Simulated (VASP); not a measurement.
Wanted: the native input for a VASP 6.6.1 run.

| Property | Result |
| --- | --- |
| Task | relaxation of cell and atoms |
| Functional | revPBE |
| Potentials or basis | VASP PAW PBE potentials, release 64 (Co) |
| Cutoff | 600 eV |
| k mesh | 14 × 14 × 14 |
| Occupations | fermi-dirac, width 0.1 eV |
| Spin | no spin polarisation |
| Dipole correction | no |
| Further INCAR settings | ALGO = Normal; EDIFF = 1e-06; IBRION = 2; EDIFFG = -0.01; NSW = 80; ISIF = 3 |

The structure of Co lies in POSCAR:

```
Co
1.0
    2.2868488050      0.0000000000      0.0000000000
    0.0000000000      2.2868488050      0.0000000000
    0.0000000000      0.0000000000      2.2868488050
Co
1
Direct
    0.0000000000      0.0000000000      0.0000000000
```

The input as run:

INCAR

```
PREC     = Accurate       # precision mode
ENCUT    = 600            # plane-wave cutoff, eV
EDIFF    = 1E-6           # SCF threshold, eV
ISMEAR   = -1             # smearing method
SIGMA    = 0.1            # smearing width, eV
LREAL    = F              # projectors in reciprocal space
LASPH    = T              # aspherical terms in the spheres
NELM     = 80             # most SCF steps
ALGO     = Normal         # electronic algorithm
ISIF     = 3              # what is computed and relaxed
LWAVE    = F              # write WAVECAR
LCHARG   = F              # write CHGCAR
GGA      = RE             # functional
IBRION   = 2              # ionic algorithm
NSW      = 80             # ionic steps
EDIFFG   = -0.01          # ionic threshold
```

KPOINTS

```
Automatic mesh
0
Gamma
  14 14 14
```

Potentials or basis: VASP PAW PBE potentials, release 64 (Co).

The run is started by

```console
$ cat potpaw_PBE.64/Co/POTCAR > POTCAR
$ mpirun -np 1 vasp_std > vasp.out
```

Results of the run:

| Property | Result |
| --- | --- |
| Relaxed volume | 12.11 Å³/atom |
| Relaxed cell | a = 2.297 Å, b = 2.297 Å, c = 2.297 Å, α = 90.00°, β = 90.00°, γ = 90.00° |
| Space group after relaxing (to 0.05 Å) | Pm-3m (No. 221) |
| Energy gained by relaxing | 1.0 meV/atom |
| Ionic steps | 3 |
| Pressure after relaxing | 0.0 GPa |

Caveat: the PAW data sets were made with another functional, which shifts forces and pressure a little; the run has no spin polarisation, though such a crystal can be magnetic.

Run time: 11 s on 1 thread of Intel(R) Xeon(R) 6975P-C (Granite Rapids) (shared host), peak memory 0.13 GiB.
